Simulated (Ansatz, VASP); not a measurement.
# Ga in VASP and in Ansatz

```xyz
2
Lattice="3.0032 0.0000 0.0000 -1.5016 2.6008 0.0000 0.0000 0.0000 4.8651" Properties=species:S:1:pos:R:3 pbc="T T T"
Ga    0.0000    1.7339    1.2163
Ga    1.5016    0.8669    3.6488
```

Change from the starting cell: shortest bond scaled by 1, crystal datasets.

Alike in both runs: task electric field gradients; functional PBEsol; k mesh 11 × 11 × 6; occupations fermi-dirac, width 0.05 eV; no spin polarisation.

|  | VASP | Ansatz |
| --- | --- | --- |
| version | VASP 6.6.1 | Ansatz 0.2.0 |
| potentials or method | VASP PAW PBE potentials, release 64 (Ga_d), cutoff 520 eV | all-electron PAW with datasets made for the crystal, scalar-relativistic |

|  | VASP | Ansatz | Ansatz less VASP |
| --- | --- | --- | --- |
| pressure (GPa) | -3.2 | -3.2 | -0.03 |
| traceless stress, the component that is largest in VASP (GPa) | -0.43 | -0.44 | -0.006 |
| size of Vzz on the site where it differs most (V/Å²) | 1.1 | 1.2 | +0.13 |

VASP's potentials were made for PBE, not for PBEsol. Ansatz ran all-electron here, and VASP with PAW potentials. Ansatz's warnings: printed levels off.
